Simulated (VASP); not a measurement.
A run of VASP 6.6.1:

The input INCAR:

```
PREC = Accurate
ENCUT = 520
EDIFF = 1E-6
ISMEAR = 0
SIGMA = 0.1
LREAL = False
LASPH = True
NELM = 60
ALGO = Normal
ISIF = 2
LWAVE = False
LCHARG = False
GGA = PE
NBANDS = 30
```

KPOINTS

```
Automatic mesh
0
Gamma
  4 4 4
```

The input POSCAR:

```
CsSnI3
1.0
    6.2689492200      0.0000000000      0.0000000000
    0.0000000000      6.2689492200      0.0000000000
    0.0000000000      0.0000000000      6.0792013200
Cs Sn I
1 1 3
Direct
    0.0000000000      0.0000000000      0.0531769200
    0.5000000000      0.5000000000      0.5167797600
    0.0000000000      0.5000000000      0.4659318100
    0.5000000000      0.5000000000      0.9981797100
    0.5000000000      0.0000000000      0.4659318100
```

Potentials or basis: VASP PAW PBE potentials, release 64 (Cs_sv, Sn_d, I).

Launch:

```sh
$ cat potpaw_PBE.64/Cs_sv/POTCAR potpaw_PBE.64/Sn_d/POTCAR potpaw_PBE.64/I/POTCAR > POTCAR
$ mpirun -np 1 vasp_std > vasp.out
```

Hardware: 1 thread of Intel(R) Xeon(R) Platinum 8259CL CPU @ 2.50GHz (Skylake/Cascade Lake) (shared host).

Estimate the wall time of this run.

Run time: 2 min on 1 thread of Intel(R) Xeon(R) Platinum 8259CL CPU @ 2.50GHz (Skylake/Cascade Lake), with other jobs on the host, peak memory 0.39 GiB. Counts: scf iterations 13, k points 18.
